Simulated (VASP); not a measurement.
# NbB2 (P6/mmm) in VASP: notebook, part 2 of 2

VASP 6.6.1. The steps go on from the part before.

**3. Single point, LDA (strain -0.025 along x and y, +0.050 along z)**

INCAR

```
PREC     = Accurate       # precision mode
ENCUT    = 520            # plane-wave cutoff, eV
EDIFF    = 1E-7           # SCF threshold, eV
ISMEAR   = 0              # smearing method
SIGMA    = 0.15           # smearing width, eV
LREAL    = F              # projectors in reciprocal space
LASPH    = T              # aspherical terms in the spheres
NELM     = 60             # most SCF steps
ALGO     = Normal         # electronic algorithm
ISIF     = 2              # what is computed and relaxed
LWAVE    = F              # write WAVECAR
LCHARG   = F              # write CHGCAR
NBANDS   = 16             # bands
```

KPOINTS

```
regular mesh
0
Gamma
  18 18 14
```

POSCAR

```
NbB2
1.0
    2.9951814504      0.0000000000      0.0000000000
   -1.4975907252      2.5939032250      0.0000000000
    0.0000000000      0.0000000000      3.4453877630
Nb B
1 2
Direct
    0.0000000000      0.0000000000      0.0000000000
    0.3333333333      0.6666666667      0.5000000000
    0.6666666667      0.3333333333      0.5000000000
```

Potentials or basis: VASP PAW LDA potentials, release 64 (Nb_sv, B).

Command:

```bash
$ cat potpaw_LDA.64/Nb_sv/POTCAR potpaw_LDA.64/B/POTCAR > POTCAR
$ mpirun -np 1 vasp_std > vasp.out
```

OUTCAR:

```text
PREC = Accurate
   ENCUT = 520
   EDIFF = 1E-7
   ISMEAR = 0
   LREAL = F
   LASPH = T
   NELM = 60
   ISIF = 2

 ion  position               nearest neighbor table
   1  0.000  0.000  0.000-   2 2.44   3 2.44   2 2.44   3 2.44   3 2.44   3 2.44   2 2.44   2 2.44
                             3 2.44   3 2.44   2 2.44   2 2.44
   2  0.333  0.667  0.500-   3 1.73   3 1.73   3 1.73   1 2.44   1 2.44   1 2.44   1 2.44   1 2.44
                             1 2.44
   3  0.667  0.333  0.500-   2 1.73   2 1.73   2 1.73   1 2.44   1 2.44   1 2.44   1 2.44   1 2.44
                             1 2.44

  LATTYP: Found a hexagonal cell.
 ALAT       =     2.9951814504
 C/A-ratio  =     1.1503101966

  Lattice vectors:

 A1 = (   2.9951814504,   0.0000000000,   0.0000000000)
 A2 = (  -1.4975907252,   2.5939032250,   0.0000000000)
 A3 = (   0.0000000000,   0.0000000000,   3.4453877630)

Analysis of symmetry for initial positions (statically):
=====================================================================
 Subroutine PRICEL returns:
 Original cell was already a primitive cell.

 Routine SETGRP: Setting up the symmetry group for a
 hexagonal supercell.

 Subroutine GETGRP returns: Found 24 space group operations
 (whereof 24 operations were pure point group operations)
 out of a pool of 24 trial point group operations.

The static configuration has the point symmetry D_6h.

Analysis of symmetry for dynamics (positions and initial velocities):
=====================================================================
 Subroutine PRICEL returns:
 Original cell was already a primitive cell.

 Routine SETGRP: Setting up the symmetry group for a
 hexagonal supercell.

 Subroutine GETGRP returns: Found 24 space group operations
 (whereof 24 operations were pure point group operations)
 out of a pool of 24 trial point group operations.

The dynamic configuration has the point symmetry D_6h.

 Subroutine INISYM returns: Found 24 space group operations
 (whereof 24 operations are pure point group operations),
 and found     1 'primitive' translations

----------------------------------------------------------------------------------------

                                     Primitive cell

  volume of cell :      26.7679

  direct lattice vectors                    reciprocal lattice vectors
     2.995181450  0.000000000  0.000000000     0.333869589  0.192759697  0.000000000
    -1.497590725  2.593903225  0.000000000     0.000000000  0.385519394  0.000000000
     0.000000000  0.000000000  3.445387763     0.000000000  0.000000000  0.290243093

  length of vectors
     2.995181450  2.995181450  3.445387763     0.385519394  0.385519394  0.290243093

  position of ions in fractional coordinates (direct lattice)
     0.000000000  0.000000000  0.000000000
     0.333333333  0.666666667  0.500000000
     0.666666667  0.333333333  0.500000000

  ion indices of the primitive-cell ions
   primitive index   ion index
                 1           1
                 2           2
                 3           3

----------------------------------------------------------------------------------------

 KPOINTS: regular mesh

Automatic generation of k-mesh.
 Grid dimensions read from file:
 generate k-points for:   18   18   14

 Generating k-lattice:

  Cartesian coordinates                     Fractional coordinates (reciprocal lattice)
     0.018548311  0.010708872  0.000000000     0.055555556  0.000000000  0.000000000
     0.000000000  0.021417744  0.000000000     0.000000000  0.055555556  0.000000000
     0.000000000  0.000000000  0.020731649     0.000000000  0.000000000  0.071428571

  Length of vectors
     0.021417744  0.021417744  0.020731649

  Shift w.r.t. Gamma in fractional coordinates (k-lattice)
     0.000000000  0.000000000  0.000000000

 Subroutine IBZKPT returns following result:
 ===========================================

 Found    296 irreducible k-points:

 Following reciprocal coordinates:
            Coordinates               Weight
  0.000000  0.000000  0.000000      1.000000
  0.055556 -0.000000  0.000000      6.000000
  0.111111 -0.000000  0.000000      6.000000
  0.166667 -0.000000  0.000000      6.000000
  0.222222 -0.000000  0.000000      6.000000
  0.277778  0.000000  0.000000      6.000000
[... 16 lines left out ...]
  0.333333  0.111111  0.000000     12.000000
  0.388889  0.111111  0.000000     12.000000
 [... further k-points ...]
   k-points           NKPTS =    296   k-points in BZ     NKDIM =    296   number of bands    NBANDS=     16
   number of dos      NEDOS =    301   number of ions     NIONS =      3
   total plane-waves  NPLWV =  16128
   dimension x,y,z NGX =    24 NGY =   24 NGZ =   28
   dimension x,y,z NGXF=    48 NGYF=   48 NGZF=   56
   ions per type =               1   2
   NGX,Y,Z   is equivalent  to a cutoff of  13.32, 13.32, 13.51 a.u.
   NGXF,Y,Z  is equivalent  to a cutoff of  26.64, 26.64, 27.02 a.u.
 SYSTEM =  unknown system
   PREC   = accura    normal or accurate (medium, high low for compatibility)
   ISTART =      0    job   : 0-new  1-cont  2-samecut
   ICHARG =      2    charge: 1-file 2-atom 10-const
   ISPIN  =      1    spin polarized calculation?
   LNONCOLLINEAR =      F non collinear calculations
   LSORBIT =      F    spin-orbit coupling
   LASPH  =      T    aspherical Exc in radial PAW
   ENCUT  =  520.0 eV  38.22 Ry    6.18 a.u.   5.57  5.57  6.41*2*pi/ulx,y,z
   NELM   =     60;   NELMIN=  2; NELMDL= -5     # of ELM steps
   EDIFF  = 0.1E-06   stopping-criterion for ELM
   LREAL  =      F    real-space projection
   EDIFFG = 0.1E-05   stopping-criterion for IOM
   NSW    =      0    number of steps for IOM
   IBRION =     -1    ionic relax: 0-MD 1-quasi-New 2-CG
   NFREE  =      0    steps in history (QN), initial steepest desc. (CG)
   ISIF   =      2    stress and relaxation
   ISYM   =      2    0-nonsym 1-usesym 2-fastsym
   POTIM  = 0.5000    time-step for ionic-motion
   TEBEG  =    0.0;   TEEND  =   0.0 temperature during run
   PSTRESS=    0.0 pullay stress
   NELECT =      19.0000    total number of electrons
   NUPDOWN=      -1.0000    fix difference up-down
   EMIN   =  10.00;   EMAX   =-10.00  energy-range for DOS
   EFERMI =   0.00;   METHOD = LEGACY
   ISMEAR =     0;   SIGMA  =   0.15  broadening in eV -4-tet -1-fermi 0-gaus
   EFERMI_NEDOS =   21; number of points for ismear=-14 and -15
   IALGO  =     38    algorithm
   IMIX   =      4    mixing-type and parameters
     AMIX     =   0.40;   BMIX     =  1.00
     AMIX_MAG =   1.60;   BMIX_MAG =  1.00
  volume/ion in A,a.u.               =       8.92        60.21
  Fermi-wavevector in a.u.,A,eV,Ry     =   1.460341  2.759645 29.015739  2.132597
  Thomas-Fermi vector in A             =   2.576802
   LORBIT       =      0    0 simple, 1 ext, 2 COOP (PROOUT), +10 PAW based schemes
   GGA     = CA    functional components
   LHFCALC =     F    Hartree Fock is set to
   AEXX    =    0.0000 exact exchange contribution
   IVDW    =     0    specifies the selected vdW correction
   LEPSILON=     F    determine dielectric tensor
   LRPA    =     F    only Hartree local field effects (RPA)
 non-spin polarized calculation
 Gauss-broadening in eV      SIGMA  =   0.15
  energy-cutoff  :      520.00
  volume of cell :       26.77
 maximum number of plane-waves:       739
 NGX is ok and might be reduce to    24
   NGX = 11   NGY = 11   NGZ = 13

 number of electron      19.0000000 magnetization

 Free energy of the ion-electron system (eV)
  ---------------------------------------------------
  ext. energy  EPLUGINS =         0.00000000
  ---------------------------------------------------
  free energy    TOTEN  =       -28.47303415 eV

  energy without entropy =      -28.46111481  energy(sigma->0) =      -28.46707448

 E-fermi :  12.8056     XC(G=0): -13.3726

 val. band max:       12.7968121974   @ k =   0.2778   0.2222   0.2143
 cond. band min:      12.8087461915   @ k =   0.1667   0.1667   0.0000
 fundamental gap:      0.0119339941
 Fermi energy:        12.8056283568

 k-point     1 :       0.0000    0.0000    0.0000
  band No.  band energies     occupation
      1     -42.5726      2.00000
      2     -18.9863      2.00000
      3     -18.3310      2.00000
      4     -18.3310      2.00000
      5      -1.5096      2.00000
      6       8.3599      2.00000
[... 8 lines left out ...]
     15      17.8497      0.00000
     16      18.6559      0.00000
[... 419 lines left out ...]
 k-point    24 :       0.3889    0.1111    0.0000
  band No.  band energies     occupation
      1     -42.4372      2.00000
      2     -19.2652      2.00000
      3     -18.8016      2.00000
      4     -18.6296      2.00000
      5       2.0838      2.00000
      6       3.8255      2.00000
[... 8 lines left out ...]
     15      21.3949      0.00000
     16      21.6744      0.00000

 [... further k-points ...]
[... 5 lines left out ...]
  --------------------------------------------------------------------------------------
  -------------------------------------------------------------------------------------
  Total        1.4302379      1.4302379     -1.5509621      0.0000000      0.0000000     -0.0000000
  in kB       85.6059303     85.6059303    -92.8317987      0.0000000      0.0000000     -0.0000000
  external PRESSURE =      26.1266873 kB  Pullay stress =       0.0000000 kB

 VOLUME and BASIS-vectors are now :
 -----------------------------------------------------------------------------
  energy-cutoff  :      520.00
  volume of cell :       26.77
      direct lattice vectors                 reciprocal lattice vectors
     2.995181450  0.000000000  0.000000000     0.333869589  0.192759697  0.000000000
    -1.497590725  2.593903225  0.000000000     0.000000000  0.385519394  0.000000000
     0.000000000  0.000000000  3.445387763     0.000000000  0.000000000  0.290243093

 POSITION                                       TOTAL-FORCE (eV/Angst)
 -----------------------------------------------------------------------------------
      0.00000      0.00000      0.00000         0.000000      0.000000      0.000000
     -0.00000      1.72927      1.72269         0.000000      0.000000      0.000000
      1.49759      0.86463      1.72269        -0.000000      0.000000      0.000000
 -----------------------------------------------------------------------------------
    total drift:                               -0.000000      0.000000      0.000000

  FREE ENERGIE OF THE ION-ELECTRON SYSTEM (eV)
  ---------------------------------------------------
  free  energy   TOTEN  =       -28.4730341473 eV

  energy  without entropy=      -28.4611148126  energy(sigma->0) =      -28.46707448
```

It took 70 s on 1 thread of AMD EPYC 9R45 (Zen 5), shared host; peak memory 0.2 GiB.

Results:

```
Free energy : -28.4730 eV
Pressure    : 2.6 GPa
```

Levels at points of the mesh, in eV from the Fermi level:
```tsv
k point	band 5	band 6	band 7	band 8	band 9	band 10	band 11	band 12	band 13	band 14
(0.00, 0.00, 0.00)	-14.32	-4.45	-3.79	-3.79	-3.70	1.49	1.49	2.74	2.74	5.04
(0.50, 0.00, 0.00)	-10.47	-9.56	-5.72	-4.43	-4.06	0.40	1.59	3.33	3.66	6.04
(0.00, 0.00, 0.50)	-12.15	-8.61	-1.60	-1.60	-1.05	-1.05	-1.02	-1.02	-0.43	5.21
(0.50, 0.00, 0.50)	-11.25	-8.30	-5.92	-5.79	-3.10	1.59	3.57	4.22	4.59	4.90
```

Caveat: the cell differs from its parent crystal (strain -0.025 along x and y, +0.050 along z).

**4. Single point, LDA (strain +0.025 along x and y, -0.050 along z)**

INCAR

```
SYSTEM = NbB2
  PREC = Accurate
  ENCUT = 520
  EDIFF = 1E-6
  ISMEAR = 0
  SIGMA = 0.15
  LREAL = .False.
  LASPH = .True.
  NELM = 100
  ALGO = Normal
  ISIF = 2
  LWAVE = .False.
  LCHARG = .True.
  LELF = .True.
  LVHAR = .True.
  NBANDS = 16
```

KPOINTS

```
regular mesh
0
Gamma
  18 18 14
  0 0 0
```

POSCAR

```
NbB2
1.0
    3.1487804992      0.0000000000      0.0000000000
   -1.5743902496      2.7269239032      0.0000000000
    0.0000000000      0.0000000000      3.1172555950
Nb B
1 2
Direct
    0.0000000000      0.0000000000      0.0000000000
    0.3333333333      0.6666666667      0.5000000000
    0.6666666667      0.3333333333      0.5000000000
```

Command:

```bash
$ cat potpaw_LDA.64/Nb_sv/POTCAR potpaw_LDA.64/B/POTCAR > POTCAR
$ mpirun -np 1 vasp_std > vasp.out
```

It took 53 s on 1 thread of AMD EPYC 9R45 (Zen 5), shared host; peak memory 0.19 GiB.

It converged, with:

- Free energy: -28.4623 eV
- Pressure: 0.0 GPa

Stress tensor (GPa, compression positive):
```
-8.15  0.00  0.00
 0.00 -8.15  0.00
 0.00  0.00 16.16
```

Levels at points of the mesh, in eV from the Fermi level:
| k point | band 5 | band 6 | band 7 | band 8 | band 9 | band 10 | band 11 | band 12 | band 13 | band 14 |
| --- | --- | --- | --- | --- | --- | --- | --- | --- | --- | --- |
| (0.00, 0.00, 0.00) | -14.31 | -5.06 | -5.06 | -4.39 | -2.46 | 1.31 | 1.31 | 3.41 | 3.81 | 3.81 |
| (0.50, 0.00, 0.00) | -10.75 | -9.83 | -4.77 | -4.76 | -4.50 | 0.48 | 2.01 | 2.07 | 2.77 | 6.41 |
| (0.00, 0.00, 0.50) | -11.48 | -8.79 | -2.57 | -2.57 | -2.38 | -2.38 | -1.34 | -1.34 | 2.00 | 3.38 |
| (0.50, 0.00, 0.50) | -11.49 | -7.92 | -6.81 | -6.09 | -3.62 | 2.63 | 2.92 | 3.47 | 5.48 | 5.96 |

Caveat: the cell differs from its parent crystal (strain +0.025 along x and y, -0.050 along z).

**5. Single point, LDA (strain +0.000 along x and y, +0.025 along z)**

INCAR

```
PREC     = Accurate       # precision mode
ENCUT    = 520            # plane-wave cutoff, eV
EDIFF    = 1E-7           # SCF threshold, eV
ISMEAR   = 0              # smearing method
SIGMA    = 0.15           # smearing width, eV
LREAL    = False          # projectors in reciprocal space
LASPH    = True           # aspherical terms in the spheres
NELM     = 80             # most SCF steps
ALGO     = Normal         # electronic algorithm
ISIF     = 2              # what is computed and relaxed
LWAVE    = False          # write WAVECAR
LCHARG   = False          # write CHGCAR
NBANDS   = 16             # bands
```

KPOINTS

```
regular mesh
0
Gamma
  18 18 14
```

POSCAR

```
NbB2
1.0
    3.0719809748      0.0000000000      0.0000000000
   -1.5359904874      2.6604135641      0.0000000000
    0.0000000000      0.0000000000      3.3633547210
Nb B
1 2
Direct
    0.0000000000      0.0000000000      0.0000000000
    0.3333333333      0.6666666667      0.5000000000
    0.6666666667      0.3333333333      0.5000000000
```

Command:

```bash
$ cat potpaw_LDA.64/Nb_sv/POTCAR potpaw_LDA.64/B/POTCAR > POTCAR
$ mpirun -np 1 vasp_std > vasp.out
```

Wall time 37 s (1 thread of Intel Xeon 6975P-C (Granite Rapids), shared host); peak memory 0.23 GiB.

The run converged. Its results:

```
Free energy : -28.5319 eV
Pressure    : -6.8 GPa
```

Stress tensor (GPa, compression positive):
```
 -4.54   0.00   0.00
  0.00  -4.54   0.00
  0.00   0.00 -11.38
```

Levels at points of the mesh, in eV from the Fermi level:
| k point | band 7 | band 8 | band 9 | band 10 | band 11 | band 12 |
| --- | --- | --- | --- | --- | --- | --- |
| (0.00, 0.00, 0.00) | -4.15 | -4.15 | -3.33 | 1.27 | 1.27 | 2.93 |
| (0.50, 0.00, 0.00) | -5.37 | -4.43 | -4.19 | 0.31 | 1.65 | 2.76 |
| (0.00, 0.00, 0.50) | -1.88 | -1.88 | -1.55 | -1.55 | -1.15 | -1.15 |
| (0.50, 0.00, 0.50) | -6.13 | -5.78 | -3.30 | 1.91 | 3.08 | 3.78 |

Caveat: the cell differs from its parent crystal (strain +0.000 along x and y, +0.025 along z).

**6. Single point, LDA (strain +0.025 along x and y, -0.025 along z)**

INCAR

```
SYSTEM = NbB2
PREC     = Accurate       ! precision mode
ENCUT    = 520            ! plane-wave cutoff, eV
EDIFF    = 1E-6           ! SCF threshold, eV
ISMEAR   = 0              ! smearing method
SIGMA    = 0.15           ! smearing width, eV
LREAL    = .FALSE.        ! projectors in reciprocal space
LASPH    = .TRUE.         ! aspherical terms in the spheres
NELM     = 80             ! most SCF steps
ALGO     = Normal         ! electronic algorithm
ISIF     = 2              ! what is computed and relaxed
LWAVE    = .FALSE.        ! write WAVECAR
LCHARG   = .TRUE.         ! write CHGCAR
GGA      = CA             ! functional
LELF     = .TRUE.         ! ELF
LVHAR    = .TRUE.       
NBANDS   = 16             ! bands
```

KPOINTS

```
Automatic mesh
0
G
  18 18 14
  0 0 0
```

POSCAR

```
NbB2
1.0
    3.1487804992      0.0000000000      0.0000000000
   -1.5743902496      2.7269239032      0.0000000000
    0.0000000000      0.0000000000      3.1992886370
Nb B
1 2
Direct
    0.0000000000      0.0000000000      0.0000000000
    0.3333333333      0.6666666667      0.5000000000
    0.6666666667      0.3333333333      0.5000000000
```

Potentials or basis: VASP PAW LDA potentials, release 64 (Nb_sv, B).

Command:

```bash
$ cat potpaw_LDA.64/Nb_sv/POTCAR potpaw_LDA.64/B/POTCAR > POTCAR
$ mpirun -np 1 vasp_std > vasp.out
```

It took 30 s on 1 thread of Intel Xeon 6975P-C (Granite Rapids), shared host; peak memory 0.22 GiB.

The run converged. Its results:

| Property | Result |
| --- | --- |
| Free energy | -28.5024 eV |
| Pressure | -7.8 GPa |

Stress tensor (GPa, compression positive):
```
-12.79   0.00   0.00
  0.00 -12.79   0.00
  0.00   0.00   2.22
```

Levels at points of the mesh, in eV from the Fermi level:
```tsv
k point	band 6	band 7	band 8	band 9	band 10	band 11	band 12	band 13
(0.00, 0.00, 0.00)	-4.75	-4.75	-4.28	-2.70	1.22	1.22	3.48	3.48
(0.50, 0.00, 0.00)	-9.77	-4.88	-4.59	-4.39	0.38	1.91	2.13	2.85
(0.00, 0.00, 0.50)	-8.64	-2.28	-2.28	-2.23	-2.23	-1.28	-1.28	1.45
(0.50, 0.00, 0.50)	-7.96	-6.55	-5.92	-3.55	2.58	2.65	3.42	5.21
```

Caveat: the cell differs from its parent crystal (strain +0.025 along x and y, -0.025 along z).

**7. The runs side by side**

```csv
cell,gap on the mesh (eV),pressure (GPa)
"a = 3.072, b = 3.072, c = 3.199 Å, angles 90.0, 90.0, 120.0°, 3 atoms",none,8.1
"a = 2.995, b = 2.995, c = 3.445 Å, angles 90.0, 90.0, 120.0°, 3 atoms",none,2.6
"a = 3.149, b = 3.149, c = 3.117 Å, angles 90.0, 90.0, 120.0°, 3 atoms",none,0.0
"a = 3.072, b = 3.072, c = 3.363 Å, angles 90.0, 90.0, 120.0°, 3 atoms",none,-6.8
"a = 3.149, b = 3.149, c = 3.199 Å, angles 90.0, 90.0, 120.0°, 3 atoms",none,-7.8
```

Alike in all rows: task single point; level LDA; potentials or basis VASP PAW LDA potentials, release 64 (Nb_sv, B); no spin polarisation; k mesh 18 × 18 × 14; cutoff (eV) 520; smearing gaussian 0.15 eV.

Total energies depend on the potentials used, so only differences within one code and one set of settings carry meaning.
